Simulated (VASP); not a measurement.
# Gd (Im-3m) in VASP: further runs

Gd is run at these levels: PBE, PBEsol; tasks: single point.

Program: VASP 6.6.1. These are calculated values, not measurements. Logs are shortened: lines on timing, memory, paths and dates and some standing lists are left out, and cuts for length are marked.

### Step 1. The cell of the first run

Symmetry: Im-3m, No. 229, cubic system. Conventional cell: a = 4.129 Å, b = 4.129 Å, c = 4.129 Å, α = 90.00°, β = 90.00°, γ = 90.00°. Within 4.7 Å of Gd (site symmetry m-3m) lie 14 Gd at 3.58 to 4.13 Å.

### Step 2. Single point, PBE, collinear spin, ferromagnetic start

INCAR reads:

```
PREC = Accurate ; ENCUT = 520
EDIFF = 1E-6 ; ISMEAR = -1
SIGMA = 0.05 ; LREAL = F
LASPH = T ; NELM = 150
ALGO = Normal ; ISIF = 2
LWAVE = F ; LCHARG = T
ISPIN = 2 ; MAGMOM = 7
LORBIT = 11 ; LMAXMIX = 6
GGA = PE ; LELF = T
LVHAR = T ; NBANDS = 19
```

KPOINTS reads:

```
Automatic mesh
0
Gamma
  9 9 9
```

POSCAR reads:

```
Gd
1.0
   -2.0647159654      2.0647159654      2.0647159654
    2.0647159654     -2.0647159654      2.0647159654
    2.0647159654      2.0647159654     -2.0647159654
Gd
1
Direct
    0.0000000000      0.0000000000      0.0000000000
```

Potentials or basis: VASP PAW PBE potentials, release 64 (Gd).

The run is started by

```bash
cat potpaw_PBE.64/Gd/POTCAR > POTCAR
mpirun -np 1 vasp_std > vasp.out
```

OUTCAR:

```text
PREC = Accurate
   ENCUT = 520
   EDIFF = 1E-6
   ISMEAR = -1
   LREAL = F
   LASPH = T
   NELM = 150
   ISIF = 2
   ISPIN = 2
   LORBIT = 11
   GGA = PE

 ion  position               nearest neighbor table
   1  0.000  0.000  0.000-

  LATTYP: Found a body centered cubic cell.
 ALAT       =     4.1294319308

  Lattice vectors:

 A1 = (  -2.0647159654,   2.0647159654,   2.0647159654)
 A2 = (   2.0647159654,  -2.0647159654,   2.0647159654)
 A3 = (   2.0647159654,   2.0647159654,  -2.0647159654)

Analysis of symmetry for initial positions (statically):
=====================================================================
 Subroutine PRICEL returns:
 Original cell was already a primitive cell.

 Routine SETGRP: Setting up the symmetry group for a
 body centered cubic supercell.

 Subroutine GETGRP returns: Found 48 space group operations
 (whereof 48 operations were pure point group operations)
 out of a pool of 48 trial point group operations.

The static configuration has the point symmetry O_h .

Analysis of symmetry for dynamics (positions and initial velocities):
=====================================================================
 Subroutine PRICEL returns:
 Original cell was already a primitive cell.

 Routine SETGRP: Setting up the symmetry group for a
 body centered cubic supercell.

 Subroutine GETGRP returns: Found 48 space group operations
 (whereof 48 operations were pure point group operations)
 out of a pool of 48 trial point group operations.

The dynamic configuration has the point symmetry O_h .

Analysis of structural, dynamic, and magnetic symmetry:
=====================================================================
 Subroutine PRICEL returns:
 Original cell was already a primitive cell.

 Routine SETGRP: Setting up the symmetry group for a
 body centered cubic supercell.

 Subroutine GETGRP returns: Found 48 space group operations
 (whereof 48 operations were pure point group operations)
 out of a pool of 48 trial point group operations.

The overall configuration has the point symmetry O_h .

 Subroutine INISYM returns: Found 48 space group operations
 (whereof 48 operations are pure point group operations),
 and found     1 'primitive' translations

----------------------------------------------------------------------------------------

                                     Primitive cell

  volume of cell :      35.2080
[... 92 lines left out ...]
   NFREE  =      0    steps in history (QN), initial steepest desc. (CG)
   ISIF   =      2    stress and relaxation
   ISYM   =      2    0-nonsym 1-usesym 2-fastsym
   POTIM  = 0.5000    time-step for ionic-motion
   TEBEG  =    0.0;   TEEND  =   0.0 temperature during run
   PSTRESS=    0.0 pullay stress
   NELECT =      18.0000    total number of electrons
   NUPDOWN=      -1.0000    fix difference up-down
   EMIN   =  10.00;   EMAX   =-10.00  energy-range for DOS
   EFERMI =   0.00;   METHOD = LEGACY
   ISMEAR =    -1;   SIGMA  =   0.05  broadening in eV -4-tet -1-fermi 0-gaus
   EFERMI_NEDOS =   21; number of points for ismear=-14 and -15
   IALGO  =     38    algorithm
   IMIX   =      4    mixing-type and parameters
     AMIX     =   0.40;   BMIX     =  1.00
     AMIX_MAG =   1.60;   BMIX_MAG =  1.00
  volume/ion in A,a.u.               =      35.21       237.60
  Fermi-wavevector in a.u.,A,eV,Ry     =   1.309037  2.473722 23.314653  1.713579
  Thomas-Fermi vector in A             =   2.439663
   LORBIT       =     11    0 simple, 1 ext, 2 COOP (PROOUT), +10 PAW based schemes
   GGA     = PE    functional components
   LHFCALC =     F    Hartree Fock is set to
   AEXX    =    0.0000 exact exchange contribution
   IVDW    =     0    specifies the selected vdW correction
   LEPSILON=     F    determine dielectric tensor
   LRPA    =     F    only Hartree local field effects (RPA)
 spin polarized calculation
  energy-cutoff  :      520.00
  volume of cell :       35.21
 maximum number of plane-waves:       960
   NGX = 13   NGY = 13   NGZ = 13

 number of electron      17.9999995 magnetization       7.6312921

 Free energy of the ion-electron system (eV)
  ---------------------------------------------------
  ext. energy  EPLUGINS =         0.00000000
  ---------------------------------------------------
  free energy    TOTEN  =       -11.61190355 eV

  energy without entropy =      -11.59433385  energy(sigma->0) =      -11.60311870

 E-fermi :   2.6936     XC(G=0):  -9.7054

 val. band max:        2.6699883484   @ k =   0.3333   0.2222   0.1111
 cond. band min:       2.7006833693   @ k =  -0.3333  -0.4444   0.1111
 fundamental gap:      0.0306950209
 Fermi energy:         2.6935699216

 spin component 1

 k-point     1 :       0.0000    0.0000    0.0000
  band No.  band energies     occupation
      1     -42.7178      1.00000
      2     -19.7932      1.00000
      3     -19.7932      1.00000
      4     -19.7932      1.00000
      5      -2.3061      1.00000
      6      -2.3061      1.00000
[... 517 lines left out ...]
     18       9.7447      0.00000
     19      12.1632      0.00000

 [... further k-points ...]

 spin component 2

 k-point     1 :       0.0000    0.0000    0.0000
  band No.  band energies     occupation
      1     -39.4729      1.00000
      2     -17.3949      1.00000
      3     -17.3949      1.00000
      4     -17.3949      1.00000
      5      -1.4288      1.00000
      6       2.9900      0.00266
[... 517 lines left out ...]
     18      11.1498      0.00000
     19      13.4464      0.00000

 [... further k-points ...]
[... 5 lines left out ...]
  --------------------------------------------------------------------------------------
  -------------------------------------------------------------------------------------
  Total       -0.4086631     -0.4086631     -0.4086631      0.0000000     -0.0000000      0.0000000
  in kB      -18.5966660    -18.5966660    -18.5966660      0.0000000     -0.0000000      0.0000000
  external PRESSURE =     -18.5966660 kB  Pullay stress =       0.0000000 kB

 VOLUME and BASIS-vectors are now :
 -----------------------------------------------------------------------------
  energy-cutoff  :      520.00
  volume of cell :       35.21
      direct lattice vectors                 reciprocal lattice vectors
    -2.064715965  2.064715965  2.064715965     0.000000000  0.242164060  0.242164060
     2.064715965 -2.064715965  2.064715965     0.242164060  0.000000000  0.242164060
     2.064715965  2.064715965 -2.064715965     0.242164060  0.242164060  0.000000000

 POSITION                                       TOTAL-FORCE (eV/Angst)
 -----------------------------------------------------------------------------------
      0.00000      0.00000      0.00000        -0.000000     -0.000000     -0.000000
 -----------------------------------------------------------------------------------
    total drift:                                0.000000     -0.000000     -0.000000

  FREE ENERGIE OF THE ION-ELECTRON SYSTEM (eV)
  ---------------------------------------------------
  free  energy   TOTEN  =       -11.6119035463 eV

  energy  without entropy=      -11.5943338506  energy(sigma->0) =      -11.60311870

 total charge

# of ion       s       p       d       f       tot
--------------------------------------------------
    1        2.069   5.564   0.552   6.990  15.175

 magnetization (x)

# of ion       s       p       d       f       tot
--------------------------------------------------
    1        0.001  -0.058   0.232   6.816   6.991
```

Run time: 46 s. Hardware: 1 thread of Intel Xeon 6975P-C (Granite Rapids), shared host; peak memory 0.2 GiB.

What came out:

| Property | Result |
| --- | --- |
| Free energy | -11.6119 eV |
| Pressure | -1.9 GPa |
| Net moment | 7.63 μB per cell |
| Site moments | Gd +6.99 μB |
| Valence electrons inside the program's atomic spheres | Gd 15.18 |

Levels at points of the mesh, in eV from the Fermi level:
Spin up:
| k point | band 9 | band 10 | band 11 | band 12 | band 13 | band 14 | band 15 | band 16 | band 17 | band 18 |
| --- | --- | --- | --- | --- | --- | --- | --- | --- | --- | --- |
| (0.00, 0.00, 0.00) | -4.89 | -4.89 | -4.89 | -4.87 | 1.25 | 1.25 | 1.25 | 3.34 | 3.34 | 10.12 |
Spin down:
| k point | band 3 | band 4 | band 5 | band 6 | band 7 | band 8 |
| --- | --- | --- | --- | --- | --- | --- |
| (0.00, 0.00, 0.00) | -20.09 | -20.09 | -4.12 | 0.30 | 0.30 | 0.30 |

Caveat: spin-orbit coupling is left out, which moves the levels of the heavy elements.

### Step 3. Single point, PBEsol, collinear spin, zero start

This run uses another cell than the first one, of 33.22 Å³/atom, 0.943 times its volume.

INCAR reads:

```
PREC = Accurate
ENCUT = 520
EDIFF = 1E-6
ISMEAR = -1
SIGMA = 0.05
LREAL = False
LASPH = True
NELM = 150
ALGO = Normal
ISIF = 2
LWAVE = False
LCHARG = True
ISPIN = 2
MAGMOM = 0
LORBIT = 11
NUPDOWN = 0.0
LMAXMIX = 6
GGA = PS
LELF = True
LVHAR = True
NBANDS = 19
```

KPOINTS reads:

```
Automatic mesh
0
Gamma
  8 8 8
```

POSCAR reads:

```
Gd
1.0
   -2.0250000000      2.0250000000      2.0250000000
    2.0250000000     -2.0250000000      2.0250000000
    2.0250000000      2.0250000000     -2.0250000000
Gd
1
Direct
    0.0000000000      0.0000000000      0.0000000000
```

Potentials or basis: VASP PAW PBE potentials, release 64 (Gd).

The run is started by

```bash
cat potpaw_PBE.64/Gd/POTCAR > POTCAR
mpirun -np 1 vasp_std > vasp.out
```

Run time: 70 s. Hardware: 1 thread of Intel Xeon 6975P-C (Granite Rapids), shared host; peak memory 0.2 GiB.

It converged, with:

```
Free energy                                           : -4.7457 eV
Pressure                                              : -4.7 GPa
Net moment                                            : 0.00 μB per cell
Valence electrons inside the program's atomic spheres : Gd 15.34
```

Caveat: the PAW data sets were made with another functional, which shifts forces and pressure a little; spin-orbit coupling is left out, which moves the levels of the heavy elements; the total moment is fixed, so each spin has its own Fermi level.

### Step 4. Single point, PBEsol, collinear spin, ferromagnetic start

This run uses another cell than the first one, of 33.22 Å³/atom, 0.943 times its volume.

INCAR reads:

```
SYSTEM = Gd
ALGO = Normal
EDIFF = 1E-6
ENCUT = 520
GGA = PS
ISIF = 2
ISMEAR = -1
ISPIN = 2
LASPH = .TRUE.
LCHARG = .FALSE.
LMAXMIX = 6
LORBIT = 11
LREAL = .FALSE.
LWAVE = .FALSE.
MAGMOM = 1.8
NBANDS = 19
NELM = 150
NUPDOWN = 1.8
PREC = Accurate
SIGMA = 0.05
```

KPOINTS reads:

```
k-points
0
G
  8 8 8
  0 0 0
```

POSCAR is that of step 3.

Potentials or basis: VASP PAW PBE potentials, release 64 (Gd).

The run is started by

```bash
cat potpaw_PBE.64/Gd/POTCAR > POTCAR
mpirun -np 1 vasp_std > vasp.out
```

OUTCAR:

```text
SYSTEM = Gd
   EDIFF = 1E-6
   ENCUT = 520
   GGA = PS
   ISIF = 2
   ISMEAR = -1
   ISPIN = 2
   LASPH = .TRUE.
   LORBIT = 11
   LREAL = .FALSE.
   NELM = 150
   NUPDOWN = 1.8
   PREC = Accurate

 ion  position               nearest neighbor table
   1  0.000  0.000  0.000-

  LATTYP: Found a body centered cubic cell.
 ALAT       =     4.0500000000

  Lattice vectors:

 A1 = (  -2.0250000000,   2.0250000000,   2.0250000000)
 A2 = (   2.0250000000,  -2.0250000000,   2.0250000000)
 A3 = (   2.0250000000,   2.0250000000,  -2.0250000000)

Analysis of symmetry for initial positions (statically):
=====================================================================
 Subroutine PRICEL returns:
 Original cell was already a primitive cell.

 Routine SETGRP: Setting up the symmetry group for a
 body centered cubic supercell.

 Subroutine GETGRP returns: Found 48 space group operations
 (whereof 48 operations were pure point group operations)
 out of a pool of 48 trial point group operations.

The static configuration has the point symmetry O_h .

Analysis of symmetry for dynamics (positions and initial velocities):
[... 184 lines left out ...]
      3     -17.6635      1.00000
      4     -17.6635      1.00000
      5      -1.8214      1.00000
      6       1.3506      1.00000
[... 517 lines left out ...]
     18      13.3454      0.00000
     19      14.9032      0.00000

 [... further k-points ...]

 spin component 2

 k-point     1 :       0.0000    0.0000    0.0000
  band No.  band energies     occupation
      1     -39.3269      1.00000
      2     -17.0578      1.00000
      3     -17.0578      1.00000
      4     -17.0578      1.00000
      5      -1.7578      1.00000
      6       2.2596      1.00000
[... 517 lines left out ...]
     18      13.5925      0.00000
     19      15.0812      0.00000

 [... further k-points ...]
[... 5 lines left out ...]
  --------------------------------------------------------------------------------------
  -------------------------------------------------------------------------------------
  Total       -0.2502567     -0.2502567     -0.2502567      0.0000000     -0.0000000      0.0000000
  in kB      -12.0714976    -12.0714976    -12.0714976      0.0000000     -0.0000000      0.0000000
  external PRESSURE =     -12.0714976 kB  Pullay stress =       0.0000000 kB

 VOLUME and BASIS-vectors are now :
 -----------------------------------------------------------------------------
  energy-cutoff  :      520.00
  volume of cell :       33.22
      direct lattice vectors                 reciprocal lattice vectors
    -2.025000000  2.025000000  2.025000000     0.000000000  0.246913580  0.246913580
     2.025000000 -2.025000000  2.025000000     0.246913580  0.000000000  0.246913580
     2.025000000  2.025000000 -2.025000000     0.246913580  0.246913580  0.000000000

 POSITION                                       TOTAL-FORCE (eV/Angst)
 -----------------------------------------------------------------------------------
      0.00000      0.00000      0.00000        -0.000000     -0.000000     -0.000000
 -----------------------------------------------------------------------------------
    total drift:                                0.000000     -0.000000     -0.000000

  FREE ENERGIE OF THE ION-ELECTRON SYSTEM (eV)
  ---------------------------------------------------
  free  energy   TOTEN  =        -6.7280378399 eV

  energy  without entropy=       -6.6728313326  energy(sigma->0) =       -6.70043459

 total charge

# of ion       s       p       d       f       tot
--------------------------------------------------
    1        2.064   5.513   0.384   7.365  15.327

 magnetization (x)

# of ion       s       p       d       f       tot
--------------------------------------------------
    1       -0.001  -0.014   0.001   1.795   1.781
```

Run time: 35 s. Hardware: 1 thread of Intel Xeon 6975P-C (Granite Rapids), shared host; peak memory 0.19 GiB.

What came out:

| Quantity | Value |
| --- | --- |
| Free energy | -6.7280 eV |
| Pressure | -1.2 GPa |
| Net moment | 1.80 μB per cell |
| Site moments | Gd +1.78 μB |
| Valence electrons inside the program's atomic spheres | Gd 15.33 |

Caveat: the PAW data sets were made with another functional, which shifts forces and pressure a little; spin-orbit coupling is left out, which moves the levels of the heavy elements; the total moment is fixed, so each spin has its own Fermi level. The state reached can hang on the start; a lower one may exist.

### Step 5. Overview

```csv
level,spin,fixed moment (μB),cell,k mesh,pressure (GPa),moment (μB)
PBE,"collinear, ferromagnetic start",-,"a = 3.576 Å, angles 109.5°, 1 atom",9 × 9 × 9,-1.9,7.63
PBEsol,"collinear, zero start",0.0,"a = 3.507 Å, angles 109.5°, 1 atom",8 × 8 × 8,-4.7,0.00
PBEsol,"collinear, ferromagnetic start",1.8,"a = 3.507 Å, angles 109.5°, 1 atom",8 × 8 × 8,-1.2,1.80
```

Alike in all rows: task single point; potentials or basis VASP PAW PBE potentials, release 64 (Gd); cutoff (eV) 520; smearing fermi-dirac 0.05 eV.

Caveats: spin-orbit coupling is left out, which moves the levels of the heavy elements; the PAW data sets were made with another functional, which shifts forces and pressure a little (some runs); the total moment is fixed, so each spin has its own Fermi level (some runs).

Absolute energies hang on the potentials; compare differences alone.
